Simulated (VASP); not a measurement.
Ni:

```xyz
1
Lattice="0.0000 1.7597 1.7597 1.7597 0.0000 1.7597 1.7597 1.7597 0.0000" Properties=species:S:1:pos:R:3 pbc="T T T"
Ni    0.0000    0.0000    0.0000
```

Base run:

```yaml
Program: VASP 6.6.1
Functional: PBE
Potentials_or_basis: VASP PAW PBE potentials, release 64 (Ni)
Cutoff: 520 eV
k_mesh: 14 × 14 × 14
Occupations: fermi-dirac, width 0.1 eV
Spin: collinear spin, ferromagnetic start
Starting_moments: "[0.23] μB"
Fixed_moment: 0.23 μB
```

Its results: pressure -0.7 GPa; site moments Ni +0.24 μB.

**Question.** The run is repeated on the same cell with these changes: fixed moment from 0.23 μB to 1.64 μB; moments at the start from [0.23] to [1.64]. What comes out?

**Answer.** Pressure 15.1 GPa; site moments Ni +1.56 μB.

Caveats: the total moment is fixed, so each spin has its own Fermi level.
